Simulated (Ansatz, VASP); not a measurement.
**Ge: VASP beside Ansatz**

```
Ge
1.0
    -2.56781    2.56288    1.55461
     2.46518   -2.57485    1.39843
     2.59902    2.60423   -1.57668
Ge
2
Direct
  0.18594 0.93594 0.25000
  0.81406 0.06406 0.75000
```

Alike in both runs: task single point; functional PBE; k mesh 2 × 2 × 2; occupations gaussian, width 0.1 eV; no spin polarisation.

```csv
,VASP,Ansatz
version,VASP 6.6.1,Ansatz 0.2.0
potentials or method,"VASP PAW PBE potentials, release 64 (Ge_d)","scalar-relativistic, plane waves, PAW"
plane-wave cutoff (eV),500,420
valence electrons in the cell,28,28
```

|  | VASP | Ansatz | Ansatz less VASP |
| --- | --- | --- | --- |
| pressure (GPa) | 4.2 | 4.4 | +0.19 |
| traceless stress, the component that is largest in VASP (GPa) | -9.07 | -9.08 | -0.007 |
| rms of the force components (eV/Å) | 0.460 | 0.459 | -0.0004 |

Atom by atom the forces differ by 0.001 eV/Å (rms over components).

The k mesh is coarse, so the values compare programs but aren't converged.
